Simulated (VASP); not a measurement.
# CaOsO3 (Pm-3m) in VASP: further runs, part 2 of 2

VASP 6.6.1. The steps go on from the part before.

### Step 5. Single point, LDA

File INCAR:

```
ALGO = Normal
EDIFF = 1E-6
ENCUT = 600
GGA_COMPAT = F
ISIF = 2
ISMEAR = 1
LASPH = T
LCHARG = F
LREAL = F
LWAVE = F
NBANDS = 26
NELM = 120
PREC = Accurate
SIGMA = 0.1
```

File KPOINTS:

```
k-points
0
Gamma
  4 4 4
```

File POSCAR:

```
CaOsO3
1.0
    3.9521600000      0.0000000000      0.0000000000
    0.0000000000      3.9521600000      0.0000000000
    0.0000000000      0.0000000000      3.9521600000
Ca Os O
1 1 3
Direct
    0.0000000000      0.0000000000      0.0000000000
    0.5000000000      0.5000000000      0.5000000000
    0.5000000000      0.5000000000      0.0000000000
    0.0000000000      0.5000000000      0.5000000000
    0.5000000000      0.0000000000      0.5000000000
```

Potentials or basis: VASP PAW LDA potentials, release 64 (Ca_sv, Os, O).

Run with:

```sh
$ cat potpaw_LDA.64/Ca_sv/POTCAR potpaw_LDA.64/Os/POTCAR potpaw_LDA.64/O/POTCAR > POTCAR
$ mpirun -np 1 vasp_std > vasp.out
```

OUTCAR:

```text
EDIFF = 1E-6
   ENCUT = 600
   ISIF = 2
   ISMEAR = 1
   LASPH = T
   LREAL = F
   NELM = 120
   PREC = Accurate

 ion  position               nearest neighbor table
   1  0.000  0.000  0.000-
   2  0.500  0.500  0.500-   3 1.98   4 1.98   5 1.98   3 1.98   5 1.98   4 1.98
   3  0.500  0.500  0.000-   2 1.98   2 1.98
   4  0.000  0.500  0.500-   2 1.98   2 1.98
   5  0.500  0.000  0.500-   2 1.98   2 1.98

  LATTYP: Found a simple cubic cell.
 ALAT       =     3.9521600000

  Lattice vectors:

 A1 = (   3.9521600000,   0.0000000000,   0.0000000000)
 A2 = (   0.0000000000,   3.9521600000,   0.0000000000)
 A3 = (   0.0000000000,   0.0000000000,   3.9521600000)

Analysis of symmetry for initial positions (statically):
=====================================================================
 Subroutine PRICEL returns:
 Original cell was already a primitive cell.

 Routine SETGRP: Setting up the symmetry group for a
 simple cubic supercell.

 Subroutine GETGRP returns: Found 48 space group operations
 (whereof 48 operations were pure point group operations)
 out of a pool of 48 trial point group operations.

The static configuration has the point symmetry O_h .

Analysis of symmetry for dynamics (positions and initial velocities):
=====================================================================
 Subroutine PRICEL returns:
 Original cell was already a primitive cell.

 Routine SETGRP: Setting up the symmetry group for a
 simple cubic supercell.

 Subroutine GETGRP returns: Found 48 space group operations
 (whereof 48 operations were pure point group operations)
 out of a pool of 48 trial point group operations.

The dynamic configuration has the point symmetry O_h .

[... 105 lines left out ...]
   EFERMI_NEDOS =   21; number of points for ismear=-14 and -15
   IALGO  =     38    algorithm
   IMIX   =      4    mixing-type and parameters
     AMIX     =   0.40;   BMIX     =  1.00
     AMIX_MAG =   1.60;   BMIX_MAG =  1.00
  volume/ion in A,a.u.               =      12.35        83.32
  Fermi-wavevector in a.u.,A,eV,Ry     =   1.367753  2.584679 25.453091  1.870749
  Thomas-Fermi vector in A             =   2.493778
   LORBIT       =      0    0 simple, 1 ext, 2 COOP (PROOUT), +10 PAW based schemes
   GGA     = CA    functional components
   LHFCALC =     F    Hartree Fock is set to
   AEXX    =    0.0000 exact exchange contribution
   IVDW    =     0    specifies the selected vdW correction
   LEPSILON=     F    determine dielectric tensor
   LRPA    =     F    only Hartree local field effects (RPA)
 non-spin polarized calculation
 Methfessel and Paxton  Order N= 1 SIGMA  =   0.10
  energy-cutoff  :      600.00
  volume of cell :       61.73
 maximum number of plane-waves:      2103
 NGX is ok and might be reduce to    32
   NGX = 15   NGY = 15   NGZ = 15

 number of electron      35.9999983 magnetization

 Free energy of the ion-electron system (eV)
  ---------------------------------------------------
  ext. energy  EPLUGINS =         0.00000000
  ---------------------------------------------------
  free energy    TOTEN  =       -40.26089633 eV

  energy without entropy =      -40.25832777  energy(sigma->0) =      -40.26004014

 E-fermi :   5.8322     XC(G=0): -11.6536

 val. band max:        5.8020700575   @ k =   0.5000   0.0000   0.0000
 cond. band min:       5.9014517956   @ k =   0.5000   0.2500   0.0000
 fundamental gap:      0.0993817381
 Fermi energy:         5.8321518873

 k-point     1 :       0.0000    0.0000    0.0000
  band No.  band energies     occupation
      1     -35.6041      2.00000
      2     -16.8554      2.00000
      3     -16.8554      2.00000
      4     -16.8554      2.00000
      5     -14.6863      2.00000
      6     -13.6040      2.00000
[... 279 lines left out ...]
     25      10.9147      0.00000
     26      12.3406      0.00000

------------------------ aborting loop because EDIFF is reached ----------------------------------------

  FORCE on cell =-STRESS in cart. coord.  units (eV):
  Direction    XX          YY          ZZ          XY          YZ          ZX
  --------------------------------------------------------------------------------------
  -------------------------------------------------------------------------------------
  Total       -5.0314747     -5.0314747     -5.0314747      0.0000000     -0.0000000      0.0000000
  in kB     -130.5877136   -130.5877136   -130.5877136      0.0000000     -0.0000000      0.0000000
  external PRESSURE =    -130.5877136 kB  Pullay stress =       0.0000000 kB

 VOLUME and BASIS-vectors are now :
 -----------------------------------------------------------------------------
  energy-cutoff  :      600.00
  volume of cell :       61.73
      direct lattice vectors                 reciprocal lattice vectors
     3.952160000  0.000000000  0.000000000     0.253026193  0.000000000  0.000000000
     0.000000000  3.952160000  0.000000000     0.000000000  0.253026193  0.000000000
     0.000000000  0.000000000  3.952160000     0.000000000  0.000000000  0.253026193

 POSITION                                       TOTAL-FORCE (eV/Angst)
 -----------------------------------------------------------------------------------
      0.00000      0.00000      0.00000         0.000000      0.000000      0.000000
      1.97608      1.97608      1.97608         0.000000      0.000000      0.000000
      1.97608      1.97608      0.00000         0.000000      0.000000      0.000000
      0.00000      1.97608      1.97608         0.000000      0.000000      0.000000
      1.97608      0.00000      1.97608         0.000000      0.000000      0.000000
 -----------------------------------------------------------------------------------
    total drift:                                0.000000     -0.000000     -0.000000

  FREE ENERGIE OF THE ION-ELECTRON SYSTEM (eV)
  ---------------------------------------------------
  free  energy   TOTEN  =       -40.2608963262 eV

  energy  without entropy=      -40.2583277715  energy(sigma->0) =      -40.26004014
```

OSZICAR:

```text
N       E                     dE             d eps       ncg     rms          rms(c)
DAV:   1     0.333549094330E+03    0.33355E+03   -0.20427E+04   520   0.154E+03
DAV:   2    -0.140511373482E+02   -0.34760E+03   -0.33364E+03   558   0.410E+02
DAV:   3    -0.452177137120E+02   -0.31167E+02   -0.30417E+02   672   0.112E+02
DAV:   4    -0.464138402471E+02   -0.11961E+01   -0.11868E+01   824   0.196E+01
DAV:   5    -0.464409315081E+02   -0.27091E-01   -0.27023E-01   694   0.263E+00    0.551E+01
DAV:   6    -0.405870870673E+02    0.58538E+01   -0.32064E+01   696   0.372E+01    0.170E+01
DAV:   7    -0.403608436752E+02    0.22624E+00   -0.35578E+00   700   0.140E+01    0.167E+01
DAV:   8    -0.402774847861E+02    0.83359E-01   -0.35488E-01   746   0.521E+00    0.532E+00
DAV:   9    -0.402608747680E+02    0.16610E-01   -0.62844E-02   668   0.180E+00    0.679E-01
DAV:  10    -0.402611671755E+02   -0.29241E-03   -0.68687E-03   750   0.539E-01    0.663E-01
DAV:  11    -0.402609002624E+02    0.26691E-03   -0.91449E-04   670   0.234E-01    0.332E-01
DAV:  12    -0.402608967675E+02    0.34948E-05   -0.13764E-04   674   0.709E-02    0.643E-02
DAV:  13    -0.402608963262E+02    0.44131E-06   -0.81692E-06   714   0.212E-02
   1 F= -.40260896E+02 E0= -.40260040E+02  d E =-.256855E-02
```

It took 19 s on 1 thread of Intel Xeon 8259CL, shared host; peak memory 0.16 GiB.

What came out:

* Free energy: -40.2609 eV
* Pressure: -13.1 GPa
* Band gap on the k mesh: zero (band 18 reaches 6.66 eV, above the bottom of band 19 at 2.70 eV)

Levels at points of the mesh, in eV from the Fermi level:
| k point | band 15 | band 16 | band 17 | band 18 | band 19 | band 20 | band 21 | band 22 |
| --- | --- | --- | --- | --- | --- | --- | --- | --- |
| (0.00, 0.00, 0.00) | -3.67 | -3.67 | -3.13 | -3.13 | -3.13 | 0.33 | 0.33 | 1.79 |
| (0.50, 0.00, 0.00) | -3.90 | -3.90 | -3.00 | -0.03 | -0.03 | 0.35 | 2.88 | 3.18 |
| (0.50, 0.50, 0.00) | -4.73 | -2.93 | -0.06 | -0.06 | 0.54 | 1.50 | 3.41 | 3.79 |
| (0.50, 0.50, 0.50) | -2.85 | -2.85 | 0.82 | 0.82 | 0.82 | 2.83 | 2.83 | 2.83 |

Caveat: the k points lie up to 0.40 Å⁻¹ apart; spin-orbit coupling is left out, which moves the levels of the heavy elements.

### Step 6. Single point, LDA

File INCAR:

```
SYSTEM = CaOsO3
PREC = Accurate
ENCUT = 600
EDIFF = 1E-6
ISMEAR = 1
SIGMA = 0.1
LREAL = .FALSE.
LASPH = .TRUE.
NELM = 120
ALGO = Normal
ISIF = 2
LWAVE = .FALSE.
LCHARG = .TRUE.
GGA = CA
LELF = .TRUE.
LVHAR = .TRUE.
NBANDS = 26
GGA_COMPAT = .FALSE.
```

File KPOINTS:

```
Automatic mesh
0
G
  5 5 5
  0 0 0
```

POSCAR is that of step 5.

Potentials or basis: VASP PAW LDA potentials, release 64 (Ca_sv, Os, O).

Run with:

```sh
$ cat potpaw_LDA.64/Ca_sv/POTCAR potpaw_LDA.64/Os/POTCAR potpaw_LDA.64/O/POTCAR > POTCAR
$ mpirun -np 1 vasp_std > vasp.out
```

OUTCAR:

```text
SYSTEM = CaOsO3
   PREC = Accurate
   ENCUT = 600
   EDIFF = 1E-6
   ISMEAR = 1
   LREAL = .FALSE.
   LASPH = .TRUE.
   NELM = 120
   ISIF = 2
   GGA = CA

 ion  position               nearest neighbor table
   1  0.000  0.000  0.000-
   2  0.500  0.500  0.500-   3 1.98   4 1.98   5 1.98   3 1.98   5 1.98   4 1.98
   3  0.500  0.500  0.000-   2 1.98   2 1.98
   4  0.000  0.500  0.500-   2 1.98   2 1.98
   5  0.500  0.000  0.500-   2 1.98   2 1.98

  LATTYP: Found a simple cubic cell.
[... 475 lines left out ...]
  --------------------------------------------------------------------------------------
  -------------------------------------------------------------------------------------
  Total       -4.7007973     -4.7007973     -4.7007973     -0.0000000     -0.0000000     -0.0000000
  in kB     -122.0052590   -122.0052590   -122.0052590     -0.0000000     -0.0000000     -0.0000000
  external PRESSURE =    -122.0052590 kB  Pullay stress =       0.0000000 kB

 VOLUME and BASIS-vectors are now :
 -----------------------------------------------------------------------------
  energy-cutoff  :      600.00
  volume of cell :       61.73
      direct lattice vectors                 reciprocal lattice vectors
     3.952160000  0.000000000  0.000000000     0.253026193  0.000000000  0.000000000
     0.000000000  3.952160000  0.000000000     0.000000000  0.253026193  0.000000000
     0.000000000  0.000000000  3.952160000     0.000000000  0.000000000  0.253026193

 POSITION                                       TOTAL-FORCE (eV/Angst)
 -----------------------------------------------------------------------------------
      0.00000      0.00000      0.00000         0.000000      0.000000      0.000000
      1.97608      1.97608      1.97608         0.000000      0.000000      0.000000
      1.97608      1.97608      0.00000         0.000000      0.000000      0.000000
      0.00000      1.97608      1.97608         0.000000      0.000000      0.000000
      1.97608      0.00000      1.97608         0.000000      0.000000      0.000000
 -----------------------------------------------------------------------------------
    total drift:                                0.000000     -0.000000     -0.000000

  FREE ENERGIE OF THE ION-ELECTRON SYSTEM (eV)
  ---------------------------------------------------
  free  energy   TOTEN  =       -40.1149981342 eV

  energy  without entropy=      -40.1123043245  energy(sigma->0) =      -40.11410020
```

stdout:

```text
POSCAR found type information on POSCAR CaOsO
 POSCAR found :  3 types and       5 ions
 scaLAPACK will be used
 LDA part: xc-table for (Slater(with rela. corr.)+CA(PZ))
 , standard interpolation
 POSCAR, INCAR and KPOINTS ok, starting setup
 FFT: planning ... GRIDC
 FFT: planning ... GRID_SOFT
 FFT: planning ... GRID
 WAVECAR not read
 entering main loop
```

It took 20 s on 1 thread of Intel Xeon 8259CL, shared host; peak memory 0.16 GiB.

Results:

| Property | Result |
| --- | --- |
| Free energy | -40.1150 eV |
| Pressure | -12.2 GPa |
| Band gap on the k mesh | zero (band 18 reaches 6.38 eV, above the bottom of band 19 at 2.71 eV) |

Caveat: spin-orbit coupling is left out, which moves the levels of the heavy elements.

### Step 7. The runs side by side

```tsv
k mesh	gap on the mesh (eV)	pressure (GPa)
2 × 2 × 2	none	-11.1
3 × 3 × 3	none	-11.5
4 × 4 × 4	none	-13.1
5 × 5 × 5	none	-12.2
```

Alike in all rows: task single point; level LDA; potentials or basis VASP PAW LDA potentials, release 64 (Ca_sv, Os, O); no spin polarisation; cell as given; cutoff (eV) 600; smearing methfessel-paxton 0.1 eV.

Caveats: some runs use coarse meshes; spin-orbit coupling is left out, which moves the levels of the heavy elements.

Absolute energies hang on the potentials; compare differences alone.
